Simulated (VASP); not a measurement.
Input of a VASP 6.6.1 run:

Contents of INCAR:

```
SYSTEM = SrMg
ALGO     = Normal         ! electronic algorithm
EDIFF    = 1E-7           ! SCF threshold, eV
ENCUT    = 520            ! plane-wave cutoff, eV
ISIF     = 2              ! what is computed and relaxed
ISMEAR   = 1              ! smearing method
LASPH    = .TRUE.         ! aspherical terms in the spheres
LCHARG   = .FALSE.        ! write CHGCAR
LREAL    = .FALSE.        ! projectors in reciprocal space
LWAVE    = .FALSE.        ! write WAVECAR
NBANDS   = 13             ! bands
NELM     = 60             ! most SCF steps
PREC     = Accurate       ! precision mode
SIGMA    = 0.1            ! smearing width, eV
```

The input KPOINTS:

```
k-points
0
G
  5 5 3
  0 0 0
```

Contents of POSCAR:

```
SrMg
1.0
    3.9324088120      0.0000000000      0.0000000000
   -1.9662044060      3.4055659292      0.0000000000
    0.0000000000      0.0000000000      5.4248505556
Sr Mg
1 1
Direct
    0.0000000000      0.0000000000      0.0000000000
    0.6666666667      0.3333333333      0.5000000000
```

Potentials or basis: VASP PAW LDA potentials, release 64 (Sr_sv, Mg).

The run is started by

```sh
$ cat potpaw_LDA.64/Sr_sv/POTCAR potpaw_LDA.64/Mg/POTCAR > POTCAR
$ mpirun -np 1 vasp_std > vasp.out
```

Problem. What does it give for the pressure?

Solution. -0.1 GPa.

Problem. Predict the band gap on the k mesh.

Solution. Zero (band 6 reaches 2.22 eV, above the bottom of band 7 at 2.07 eV).

Stress tensor (GPa, compression positive):
```
-0.25  0.00  0.00
 0.00 -0.25  0.00
 0.00  0.00  0.13
```

Caveat: the k points lie up to 0.39 Å⁻¹ apart.
